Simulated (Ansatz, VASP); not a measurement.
ZnS: VASP beside Ansatz

```
Zn S
1.0
     3.80652    0.00000    0.00000
    -1.90326    3.29654    0.00000
     0.00000    0.00000    6.36970
Zn S
2 2
Direct
  0.33333 0.66667 0.00120
  0.66667 0.33333 0.50120
  0.33333 0.66667 0.37380
  0.66667 0.33333 0.87380
```

Change from the starting cell: strain along c alone, the other axes held, atoms relaxed: +2.0 %.

Alike in both runs: task relaxation of the atoms; functional r2SCAN; k mesh 6 × 6 × 4; occupations gaussian, width 0.02 eV; no spin polarisation.

|  | VASP | Ansatz |
| --- | --- | --- |
| version | VASP 6.6.1 | Ansatz 0.2.0 |
| potentials or method | VASP PAW PBE potentials, release 64 (Zn, S), cutoff 520 eV | scalar-relativistic, plane waves, PAW |
| valence electrons in the cell | 36 | 36 |

```csv
,VASP,Ansatz,Ansatz less VASP
"gap on the k mesh at the Fermi level, each at its own relaxed structure (eV)",2.63,2.62,-0.009
```

VASP's potentials were made for PBE, not for r2SCAN. Ansatz's warnings: stress scf threshold loose.
